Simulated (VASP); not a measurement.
The system is GeCN2.

```
Ge C N
1.0
     1.72269    0.99459    4.85882
    -1.72269    0.99459    4.85882
     0.00000   -1.98919    4.85882
Ge C N
1 1 2
Direct
  0.00000 0.00000 0.00000
  0.50000 0.50000 0.50000
  0.41552 0.41552 0.41552
  0.58448 0.58448 0.58448
```

Base run:

- Program: VASP 6.6.1
- Functional: LDA
- Potentials or basis: VASP PAW LDA potentials, release 64 (Ge_d, C, N)
- Cutoff: 520 eV
- k mesh: 9 × 9 × 9
- Occupations: gaussian, width 0.02 eV
- Spin: no spin polarisation

Its results: band gap on the k mesh 0.79 eV (least direct gap 1.44 eV); pressure 0.3 GPa; largest force 0.152 eV/Å.

Task: The run is repeated on the same cell with these changes: k mesh from 9 × 9 × 9 to 12 × 12 × 12; occupations from gaussian, width 0.02 eV to gaussian, width 0.05 eV. What comes out?

Result: Band gap on the k mesh 0.70 eV (least direct gap 1.38 eV); pressure 0.3 GPa; largest force 0.151 eV/Å.

Caveats: an odd mesh through Γ misses points on the zone boundary, where band edges can lie (at least some runs).
